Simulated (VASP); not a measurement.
# Al3FeCo2: single point with PBE

The system is Al3FeCo2.

```
CELL_PARAMETERS angstrom
4.16955 0.00000 0.00000
-2.08477 3.61093 0.00000
0.00000 0.00000 5.10342
ATOMIC_POSITIONS crystal
Al 0.00000 0.00000 0.00000
Al 0.66667 0.33333 0.33438
Al 0.33333 0.66667 0.66562
Fe 0.00000 0.00000 0.50000
Co 0.33333 0.66667 0.16573
Co 0.66667 0.33333 0.83427
```

This cell differs from its parent crystal: volume scaled by 1.10, then relaxed in part.

| Property | Result |
| --- | --- |
| Program | VASP 6.6.1 |
| Task | single point |
| Functional | PBE |
| Potentials or basis | VASP PAW PBE potentials, release 64 (Al, Fe, Co) |
| Cutoff | 520 eV |
| k mesh | 12 × 12 × 8 |
| Occupations | gaussian, width 0.1 eV |
| Spin | no spin polarisation |

| Quantity | Value |
| --- | --- |
| Pressure | -14.0 GPa |
| Largest force | 0.006 eV/Å |

Forces on the atoms (eV/Å):
```
Al   0.000  0.000  0.000
Al   0.000  0.000  0.006
Al   0.000  0.000 -0.006
Fe   0.000  0.000  0.000
Co   0.000  0.000  0.004
Co   0.000  0.000 -0.004
```

Levels at points of the mesh, in eV from the Fermi level:
```tsv
k point	band 16	band 17	band 18	band 19	band 20	band 21
(0.00, 0.00, 0.00)	-0.20	-0.20	-0.16	2.84	2.84	3.05
(0.50, 0.00, 0.00)	-0.71	-0.57	-0.43	0.34	1.29	1.63
(0.00, 0.00, 0.50)	0.35	0.35	2.79	2.79	2.80	3.55
(0.50, 0.00, 0.50)	-0.59	-0.44	-0.13	0.69	1.44	1.75
```

It took 3.8 min on 1 thread of Intel Xeon 6975P-C, on a shared host, peak memory 0.4 GiB.

 Spin polarisation is off, so any magnetic state and its effect on volume and gap are missing.
